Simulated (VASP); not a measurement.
A run of VASP 6.6.1 is set up as follows.

Contents of INCAR:

```
ALGO     = Normal         # electronic algorithm
EDIFF    = 1E-6           # SCF threshold, eV
ENCUT    = 520            # plane-wave cutoff, eV
GGA      = PE             # functional
ISIF     = 2              # what is computed and relaxed
ISMEAR   = 0              # smearing method
LASPH    = True           # aspherical terms in the spheres
LCHARG   = True           # write CHGCAR
LELF     = True           # ELF
LREAL    = False          # projectors in reciprocal space
LVHAR    = True         
LWAVE    = False          # write WAVECAR
NBANDS   = 23             # bands
NELM     = 80             # most SCF steps
PREC     = Accurate       # precision mode
SIGMA    = 0.1            # smearing width, eV
```

File KPOINTS:

```
k-points
0
Gamma
  6 4 4
```

POSCAR

```
B7P
1.0
    3.1261226553      0.0136325205     -0.0399758384
    1.4930685287      4.0987225649     -0.1349739139
    0.3079586111      1.2253108109      5.2813696933
B P
7 1
Direct
    0.2337356634      0.3410363086      0.8355633939
    0.6426799542      0.5283626041      0.8698404367
    0.5368812725      0.9035523800      0.9632349401
    0.9381757539      0.4430044357      0.5557922793
    0.3510752087      0.6406635711      0.5617696513
    0.4224358580      0.0362800441      0.6187853669
   -0.0801997416      0.0605103216      0.4755224534
    0.9552160308      0.0465903349      0.1194914785
```

Potentials or basis: VASP PAW PBE potentials, release 64 (B, P).

The run is started by

```console
$ cat potpaw_PBE.64/B/POTCAR potpaw_PBE.64/P/POTCAR > POTCAR
$ mpirun -np 1 vasp_std > vasp.out
```

(1) Predict the band gap on the k mesh.

(2) What does it give for the pressure?

(3) Predict the largest force.

Results:

(1) zero (band 13 reaches 6.96 eV, above the bottom of band 14 at 6.56 eV).

(2) -0.2 GPa.

(3) 0.020 eV/Å.

Caveat: the k points lie up to 0.39 Å⁻¹ apart.
